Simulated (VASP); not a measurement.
# LiH (Fm-3m) in VASP: single point with PBEsol

Aim: the single point of LiH with PBEsol.

Program: VASP 6.6.1. These are calculated values, not measurements. Logs are shortened: lines on timing, memory, paths and dates and some standing lists are left out, and cuts for length are marked.

## 1. The cell of the first run

Symmetry: Fm-3m, No. 225, cubic system. Conventional cell: a = 4.074 Å, b = 4.074 Å, c = 4.074 Å, α = 90.00°, β = 90.00°, γ = 90.00°. Li (site symmetry m-3m) has 6 H at 2.04 Å within 2.7 Å. Within 2.7 Å of H (site symmetry m-3m) lie 6 Li at 2.04 Å.

## 2. Single point, PBEsol

INCAR reads:

```
PREC = Accurate ; ENCUT = 520
EDIFF = 1E-6 ; ISMEAR = 0
SIGMA = 0.05 ; LREAL = F
LASPH = T ; NELM = 60
ALGO = Normal ; ISIF = 2
LWAVE = F ; LCHARG = F
GGA = PS ; NBANDS = 9
```

KPOINTS reads:

```
Automatic mesh
0
Gamma
  16 16 16
```

POSCAR reads:

```
LiH
1.0
    0.0000000000      2.0367500000      2.0367500000
    2.0367500000      0.0000000000      2.0367500000
    2.0367500000      2.0367500000      0.0000000000
Li H
1 1
Direct
    0.0000000000      0.0000000000      0.0000000000
    0.5000000000      0.5000000000      0.5000000000
```

Potentials or basis: VASP PAW PBE potentials, release 64 (Li_sv, H).

Command:

```bash
$ cat potpaw_PBE.64/Li_sv/POTCAR potpaw_PBE.64/H/POTCAR > POTCAR
$ mpirun -np 1 vasp_std > vasp.out
```

OUTCAR:

```text
PREC = Accurate
   ENCUT = 520
   EDIFF = 1E-6
   ISMEAR = 0
   LREAL = F
   LASPH = T
   NELM = 60
   ISIF = 2
   GGA = PS

 ion  position               nearest neighbor table
   1  0.000  0.000  0.000-
   2  0.500  0.500  0.500-

  LATTYP: Found a face centered cubic cell.
 ALAT       =     4.0735000000

  Lattice vectors:

 A1 = (   0.0000000000,   2.0367500000,   2.0367500000)
 A2 = (   2.0367500000,   0.0000000000,   2.0367500000)
 A3 = (   2.0367500000,   2.0367500000,   0.0000000000)

Analysis of symmetry for initial positions (statically):
=====================================================================
 Subroutine PRICEL returns:
 Original cell was already a primitive cell.

 Routine SETGRP: Setting up the symmetry group for a
 face centered cubic supercell.

 Subroutine GETGRP returns: Found 48 space group operations
 (whereof 48 operations were pure point group operations)
 out of a pool of 48 trial point group operations.

The static configuration has the point symmetry O_h .

Analysis of symmetry for dynamics (positions and initial velocities):
=====================================================================
 Subroutine PRICEL returns:
 Original cell was already a primitive cell.

 Routine SETGRP: Setting up the symmetry group for a
 face centered cubic supercell.

 Subroutine GETGRP returns: Found 48 space group operations
 (whereof 48 operations were pure point group operations)
 out of a pool of 48 trial point group operations.

The dynamic configuration has the point symmetry O_h .

 Subroutine INISYM returns: Found 48 space group operations
 (whereof 48 operations are pure point group operations),
 and found     1 'primitive' translations

----------------------------------------------------------------------------------------

                                     Primitive cell

  volume of cell :      16.8983

  direct lattice vectors                    reciprocal lattice vectors
     0.000000000  2.036750000  2.036750000    -0.245489137  0.245489137  0.245489137
     2.036750000  0.000000000  2.036750000     0.245489137 -0.245489137  0.245489137
     2.036750000  2.036750000  0.000000000     0.245489137  0.245489137 -0.245489137

  length of vectors
     2.880399473  2.880399473  2.880399473     0.425199658  0.425199658  0.425199658

  position of ions in fractional coordinates (direct lattice)
     0.000000000  0.000000000  0.000000000
     0.500000000  0.500000000  0.500000000

  ion indices of the primitive-cell ions
   primitive index   ion index
[... 74 lines left out ...]
   EDIFF  = 0.1E-05   stopping-criterion for ELM
   LREAL  =      F    real-space projection
   EDIFFG = 0.1E-04   stopping-criterion for IOM
   NSW    =      0    number of steps for IOM
   IBRION =     -1    ionic relax: 0-MD 1-quasi-New 2-CG
   NFREE  =      0    steps in history (QN), initial steepest desc. (CG)
   ISIF   =      2    stress and relaxation
   ISYM   =      2    0-nonsym 1-usesym 2-fastsym
   POTIM  = 0.5000    time-step for ionic-motion
   TEBEG  =    0.0;   TEEND  =   0.0 temperature during run
   PSTRESS=    0.0 pullay stress
   NELECT =       4.0000    total number of electrons
   NUPDOWN=      -1.0000    fix difference up-down
   EMIN   =  10.00;   EMAX   =-10.00  energy-range for DOS
   EFERMI =   0.00;   METHOD = LEGACY
   ISMEAR =     0;   SIGMA  =   0.05  broadening in eV -4-tet -1-fermi 0-gaus
   EFERMI_NEDOS =   21; number of points for ismear=-14 and -15
   IALGO  =     38    algorithm
   IMIX   =      4    mixing-type and parameters
     AMIX     =   0.40;   BMIX     =  1.00
     AMIX_MAG =   1.60;   BMIX_MAG =  1.00
  volume/ion in A,a.u.               =       8.45        57.02
  Fermi-wavevector in a.u.,A,eV,Ry     =   1.012699  1.913724 13.953585  1.025560
  Thomas-Fermi vector in A             =   2.145824
   LORBIT       =      0    0 simple, 1 ext, 2 COOP (PROOUT), +10 PAW based schemes
   GGA     = PS    functional components
   LHFCALC =     F    Hartree Fock is set to
   AEXX    =    0.0000 exact exchange contribution
   IVDW    =     0    specifies the selected vdW correction
   LEPSILON=     F    determine dielectric tensor
   LRPA    =     F    only Hartree local field effects (RPA)
 non-spin polarized calculation
 Gauss-broadening in eV      SIGMA  =   0.05
  energy-cutoff  :      520.00
  volume of cell :       16.90
 maximum number of plane-waves:       469
 NGX is ok and might be reduce to    24
   NGX = 11   NGY = 11   NGZ = 11

 number of electron       3.9999999 magnetization

 Free energy of the ion-electron system (eV)
  ---------------------------------------------------
  ext. energy  EPLUGINS =         0.00000000
  ---------------------------------------------------
  free energy    TOTEN  =        -6.11262316 eV

  energy without entropy =       -6.11262316  energy(sigma->0) =       -6.11262316

 E-fermi :   0.3407     XC(G=0):  -8.4567

 val. band max:       -0.0647088933   @ k =   0.5000   0.5000   0.0000
 cond. band min:       2.7201576229   @ k =   0.5000   0.5000   0.0000
 fundamental gap:      2.7848665162
 Fermi energy:         0.3406507343

 k-point     1 :       0.0000    0.0000    0.0000
  band No.  band energies     occupation
      1     -43.8114      2.00000
      2      -5.4243      2.00000
      3      15.4185      0.00000
      4      17.1920      0.00000
      5      17.1920      0.00000
      6      17.1920      0.00000
      7      21.7056      0.00000
      8      21.7056      0.00000
      9      21.7056      0.00000
[... 265 lines left out ...]
 k-point    24 :      -0.0625    0.0625    0.0000
  band No.  band energies     occupation
      1     -43.8073      2.00000
      2      -5.2424      2.00000
      3      14.1579      0.00000
      4      15.5499      0.00000
      5      16.7027      0.00000
      6      17.3895      0.00000
      7      20.8359      0.00000
      8      21.9885      0.00000
      9      23.4573      0.00000

 [... further k-points ...]
[... 5 lines left out ...]
  --------------------------------------------------------------------------------------
  -------------------------------------------------------------------------------------
  Total       -0.2596500     -0.2596500     -0.2596500     -0.0000000     -0.0000000      0.0000000
  in kB      -24.6181666    -24.6181666    -24.6181666     -0.0000000     -0.0000000      0.0000000
  external PRESSURE =     -24.6181666 kB  Pullay stress =       0.0000000 kB

 VOLUME and BASIS-vectors are now :
 -----------------------------------------------------------------------------
  energy-cutoff  :      520.00
  volume of cell :       16.90
      direct lattice vectors                 reciprocal lattice vectors
     0.000000000  2.036750000  2.036750000    -0.245489137  0.245489137  0.245489137
     2.036750000  0.000000000  2.036750000     0.245489137 -0.245489137  0.245489137
     2.036750000  2.036750000  0.000000000     0.245489137  0.245489137 -0.245489137

 POSITION                                       TOTAL-FORCE (eV/Angst)
 -----------------------------------------------------------------------------------
      0.00000      0.00000      0.00000         0.000000      0.000000      0.000000
      2.03675      2.03675      2.03675         0.000000      0.000000     -0.000000
 -----------------------------------------------------------------------------------
    total drift:                                0.000000     -0.000000     -0.000000

  FREE ENERGIE OF THE ION-ELECTRON SYSTEM (eV)
  ---------------------------------------------------
  free  energy   TOTEN  =        -6.1126231636 eV

  energy  without entropy=       -6.1126231636  energy(sigma->0) =       -6.11262316
```

OSZICAR:

```text
N       E                     dE             d eps       ncg     rms          rms(c)
DAV:   1    -0.143323869763E+01   -0.14332E+01   -0.14173E+03  2626   0.404E+02
DAV:   2    -0.625395530238E+01   -0.48207E+01   -0.47887E+01  3649   0.559E+01
DAV:   3    -0.633234470907E+01   -0.78389E-01   -0.78354E-01  3235   0.587E+00
DAV:   4    -0.633285457178E+01   -0.50986E-03   -0.50973E-03  3651   0.386E-01
DAV:   5    -0.633285629092E+01   -0.17191E-05   -0.17191E-05  3183   0.193E-02    0.266E+00
DAV:   6    -0.616591139833E+01    0.16694E+00   -0.14475E-01  2923   0.113E+00    0.132E+00
DAV:   7    -0.611151002732E+01    0.54401E-01   -0.17069E-01  3071   0.140E+00    0.201E-01
DAV:   8    -0.611266097599E+01   -0.11509E-02   -0.36189E-03  3004   0.411E-01    0.325E-02
DAV:   9    -0.611262490281E+01    0.36073E-04   -0.98078E-05  3438   0.380E-02    0.729E-03
DAV:  10    -0.611262336471E+01    0.15381E-05   -0.38068E-06  2975   0.144E-02    0.248E-03
DAV:  11    -0.611262316359E+01    0.20111E-06   -0.13678E-07  1912   0.253E-03
   1 F= -.61126232E+01 E0= -.61126232E+01  d E =-.589518E-33
```

stdout:

```text
POSCAR found type information on POSCAR LiH
 POSCAR found :  2 types and       2 ions
 scaLAPACK will be used
 -----------------------------------------------------------------------------
|                                                                             |
|                                                                             |
|     You enforced a specific xc type in the INCAR file but a different       |
|     I HOPE YOU KNOW WHAT YOU ARE DOING!                                     |
|                                                                             |
 -----------------------------------------------------------------------------

 LDA part: xc-table for (Slater+PW92), standard interpolation
 POSCAR, INCAR and KPOINTS ok, starting setup
 FFT: planning ... GRIDC
 FFT: planning ... GRID_SOFT
 FFT: planning ... GRID
 WAVECAR not read
 entering main loop
```

Wall time 7.3 s (1 thread of Intel Xeon 6975P-C (Granite Rapids), shared host); peak memory 0.14 GiB.

Results:

```yaml
Free_energy: -6.1126 eV
Band_gap_on_the_k_mesh: 2.78 eV, direct
```

Caveat: the cutoff is under 1.25 times the usual one of these potentials, so pressure, stress and relaxed cells hold a basis-set (Pulay) error; the PAW data sets were made with another functional, which shifts forces and pressure a little. A k mesh can miss the band edges.
